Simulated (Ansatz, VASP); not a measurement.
## One calculation of Pd, two programs

```
CELL_PARAMETERS angstrom
2.74180 0.00000 0.00000
-1.37090 2.37447 0.00000
0.00000 0.00000 24.95470
ATOMIC_POSITIONS crystal
Pd 0.83333 0.16667 0.32105
Pd 0.16667 0.83333 0.41077
Pd 0.50000 0.50000 0.50000
Pd 0.83333 0.16667 0.58923
Pd 0.16667 0.83333 0.67895
```

Alike in both runs: functional PBEsol; k mesh 14 × 14 × 1; occupations fermi-dirac, width 0.08 eV; no spin polarisation.

Ansatz relaxed the structure, and its values are those at the end. VASP's run is a single point on that final structure, the one shown.

|  | VASP | Ansatz |
| --- | --- | --- |
| version | VASP 6.6.1 | Ansatz 0.2.0 |
| potentials or method | VASP PAW PBE potentials, release 64 (Pd), cutoff 520 eV | all-electron LAPW, scalar-relativistic |

```csv
,VASP,Ansatz,Ansatz less VASP
rms of the force components (eV/Å),0.006,0.000,-0.0053
```

VASP's potentials were made for PBE, not for PBEsol. Ansatz ran all-electron here, and VASP with PAW potentials.
